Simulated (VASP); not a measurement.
Write the native input for VASP 6.6.1 that does the following.

* Task: single point
* Functional: PBE
* Potentials or basis: VASP PAW PBE potentials, release 64 (Si, Ag)
* Cutoff: 520 eV
* k mesh: 4 × 4 × 4
* Occupations: gaussian, width 0.1 eV
* Spin: no spin polarisation
* Dipole correction: no
* Further INCAR settings: ALGO = Normal; EDIFF = 1e-06; NBANDS = 33

The structure of Si3Ag lies in POSCAR:

```
Si3Ag
1.0
    5.1414632700      0.0000000000      0.0000000000
    0.0000000000      5.1414632700      0.0000000000
    0.0000000000      0.0000000000      5.1414632700
Si Ag
6 2
Direct
    0.2500000000      0.0000000000      0.5000000000
    0.5000000000      0.7500000000      0.0000000000
    0.7500000000      0.0000000000      0.5000000000
    0.5000000000      0.2500000000      0.0000000000
    0.0000000000      0.5000000000      0.7500000000
    0.0000000000      0.5000000000      0.2500000000
    0.0000000000      0.0000000000      0.0000000000
    0.5000000000      0.5000000000      0.5000000000
```

The cell was generated, and may not be a known phase.

One way to write it, as run:

INCAR

```
  PREC = Accurate
  ENCUT = 520
  EDIFF = 1E-6
  ISMEAR = 0
  SIGMA = 0.1
  LREAL = F
  LASPH = T
  NELM = 80
  ALGO = Normal
  ISIF = 2
  LWAVE = F
  LCHARG = F
  GGA = PE
  NBANDS = 33
```

KPOINTS

```
Automatic mesh
0
Gamma
  4 4 4
```

Potentials or basis: VASP PAW PBE potentials, release 64 (Si, Ag).

Run with:

```sh
$ cat potpaw_PBE.64/Si/POTCAR potpaw_PBE.64/Ag/POTCAR > POTCAR
$ mpirun -np 1 vasp_std > vasp.out
```

It gave:

| Item | Value |
| --- | --- |
| Pressure | -0.8 GPa |
| Band gap on the k mesh | zero (bands 23 and 24 overlap by 2.11 eV) |

It took 76 s on 1 thread of Oxide Virtual Turin-like Processor, on a shared host, peak memory 0.21 GiB.
